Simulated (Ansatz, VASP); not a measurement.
# TePb in VASP and in Ansatz

INCAR

```
ALGO     = Normal         # electronic algorithm
EDIFF    = 1E-6           # SCF threshold, eV
ENCUT    = 520            # plane-wave cutoff, eV
GGA      = PE             # functional
ISIF     = 2              # what is computed and relaxed
ISMEAR   = -1             # smearing method
LASPH    = True           # aspherical terms in the spheres
LCHARG   = False          # write CHGCAR
LREAL    = False          # projectors in reciprocal space
LWAVE    = False          # write WAVECAR
NBANDS   = 17             # bands
NELM     = 80             # most SCF steps
PREC     = Accurate       # precision mode
SIGMA    = 0.02           # smearing width, eV
```

KPOINTS

```
k-points
0
Gamma
  8 8 8
```

Contents of POSCAR:

```
TePb
1.0
    0.0000000000      3.4312286796      3.2483639977
    3.4312286796      0.0000000000      3.2483639977
    3.4312286796      3.4312286796      0.0000000000
Pb Te
1 1
Direct
    0.0000000000      0.0000000000      0.0000000000
    0.5000000000      0.5000000000      0.5000000000
```

Input for Ansatz:

```yaml
crystal:
  lattice:
    - [0.0, 3.4312286796, 3.2483639977]
    - [3.4312286796, 0.0, 3.2483639977]
    - [3.4312286796, 3.4312286796, 0.0]
  atoms:
    - { symbol: Pb, position: [0.0, 0.0, 0.0] }
    - { symbol: Te, position: [0.5, 0.5, 0.5] }
kpoints:
  mp_grid: { grid: [8, 8, 8] }
  band_path:
    path:
      - [0.0, 0.0, 0.0]
      - [0.5, 0.0, 0.5]
      - [0.625, 0.25, 0.625]
      - [0.375, 0.375, 0.75]
      - [0.5, 0.5, 0.5]
      - [0.5, 0.25, 0.75]
      - [0.0, 0.0, 0.5]
    npoints: 1
hamiltonian:
  xc: pbe
scf:
  occupations: { method: fermi_dirac, width: 0.02 }
  n_extra_bands: 4
output:
  forces: true
  stress: true
  eigenvalues: true
```

Change from the starting cell: epitaxial_xy strain +5.0%.

Alike in both runs: task single point; functional PBE; k mesh 8 × 8 × 8; occupations fermi-dirac, width 0.02 eV; no spin polarisation.

|  | VASP | Ansatz |
| --- | --- | --- |
| version | VASP 6.6.1 | Ansatz 0.2.0 |
| potentials or method | VASP PAW PBE potentials, release 64 (Pb_d, Te) | plane waves, PAW |
| plane-wave cutoff (eV) | 520 | 420 |
| valence electrons in the cell | 20 | 30 |

```tsv
	VASP	Ansatz	Ansatz less VASP
gap on the k mesh at the Fermi level (eV)	0.83	0.83	-0.003
pressure (GPa)	-2.2	-2.2	+0.05
traceless stress, the component that is largest in VASP (GPa)	2.79	2.79	0.000
```

VASP's potentials hold 20 valence electrons a cell and Ansatz's 30, so a difference there can come from the potentials and not from the codes.

Neither program's run includes spin-orbit coupling.
